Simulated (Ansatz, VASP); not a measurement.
**Cl in VASP and in Ansatz**

INCAR

```
SYSTEM = Cl
  ALGO = Normal
  EDIFF = 1E-6
  ENCUT = 520
  GGA = PE
  ISIF = 2
  ISMEAR = -1
  LASPH = .True.
  LCHARG = .False.
  LREAL = .False.
  LWAVE = .False.
  NBANDS = 22
  NELM = 80
  PREC = Accurate
  SIGMA = 0.02
```

KPOINTS

```
k-points
0
Gamma
  8 8 4
  0 0 0
```

POSCAR

```
Cl
1.0
    3.1024544740     -1.9717736604      0.0000000000
    3.1480189377      2.0427165336      0.0000000000
    0.0000000000      0.0000000000      8.1465601234
Cl
4
Direct
    0.8756350071      0.1243649929      0.6074783214
    0.1243649929      0.8756350071      0.3925216786
    0.6243649929      0.3756350071      0.1074783214
    0.3756350071      0.6243649929      0.8925216786
```

Input for Ansatz:

```yaml
crystal:
  lattice:
    - [3.102454474, -1.9717736604, 0.0]
    - [3.1480189377, 2.0427165336, 0.0]
    - [0.0, 0.0, 8.1465601234]
  atoms:
    - { symbol: Cl, position: [0.8756350071, 0.1243649929, 0.6074783214] }
    - { symbol: Cl, position: [0.1243649929, 0.8756350071, 0.3925216786] }
    - { symbol: Cl, position: [0.6243649929, 0.3756350071, 0.1074783214] }
    - { symbol: Cl, position: [0.3756350071, 0.6243649929, 0.8925216786] }
kpoints:
  mp_grid: { grid: [8, 8, 4] }
  band_path:
    path:
      - [0.0, 0.0, 0.0]
      - [0.5, 0.5, 0.0]
      - [0.3531276181, 0.6468723819, 0.0]
      - [-0.3531276181, 0.3531276181, 0.0]
      - [0.0, 0.0, 0.5]
      - [-0.3531276181, 0.3531276181, 0.5]
      - [0.3531276181, 0.6468723819, 0.5]
      - [0.5, 0.5, 0.5]
      - [0.0, 0.5, 0.0]
    npoints: 1
hamiltonian:
  xc: pbe
scf:
  occupations: { method: fermi_dirac, width: 0.02 }
  n_extra_bands: 5
output:
  forces: true
  stress: true
  eigenvalues: true
```

Change from the starting cell: shear_xy strain +2.3%.

Alike in both runs: task single point; functional PBE; k mesh 8 × 8 × 4; occupations fermi-dirac, width 0.02 eV; no spin polarisation.

```csv
,VASP,Ansatz
version,VASP 6.6.1,Ansatz 0.2.0
potentials or method,"VASP PAW PBE potentials, release 64 (Cl)","plane waves, PAW"
plane-wave cutoff (eV),520,420
valence electrons in the cell,28,28
```

Ansatz gave:

```
gap on the k mesh at the Fermi level (eV)                     : 2.20
pressure (GPa)                                                : 2.2
traceless stress, the component that is largest in VASP (GPa) : 0.05
rms of the force components (eV/Å)                            : 0.126
```

Task: What did VASP give for the same quantities?

Result: gap on the k mesh at the Fermi level (eV): 2.24; pressure (GPa): 1.8; traceless stress, the component that is largest in VASP (GPa): 0.39; rms of the force components (eV/Å): 0.022.

Atom by atom the forces differ by 0.108 eV/Å (rms over components). With one functional, cell and mesh, what is left measures potentials, basis and numerics.
